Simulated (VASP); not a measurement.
Si63N (a cell with a defect), 64 atoms in the cell. The cell holds a defect, 64 atoms: a = 10.862 Å, b = 10.862 Å, c = 10.862 Å, α = 90.00°, β = 90.00°, γ = 90.00°. 

| Item | Value |
| --- | --- |
| Program | VASP 6.6.1 |
| Task | single point |
| Functional | PBE |
| Potentials or basis | VASP PAW PBE potentials, release 64 (N, Si) |
| Cutoff | 520 eV |
| k mesh | 2 × 2 × 2 |
| Occupations | gaussian, width 0.02 eV |
| Spin | no spin polarisation |
| Dipole correction | no |
| Charge | 1 |
| Further INCAR settings | LREAL = Auto; ALGO = Fast; EDIFF = 1e-06; NBANDS = 166; NELECT = 256.0 |

Potentials or basis: VASP PAW PBE potentials, release 64 (N, Si).

Run with:

```bash
$ cat potpaw_PBE.64/N/POTCAR potpaw_PBE.64/Si/POTCAR > POTCAR
$ mpirun -np 1 vasp_std > vasp.out
```

Hardware: 1 thread of Oxide Virtual Turin-like Processor, with other jobs on the host.

Q: Estimate the wall time of this run.

A: It took 50 min on 1 thread of Oxide Virtual Turin-like Processor (shared host), peak memory 1.4 GiB. Counts: scf iterations 19, k points 4.
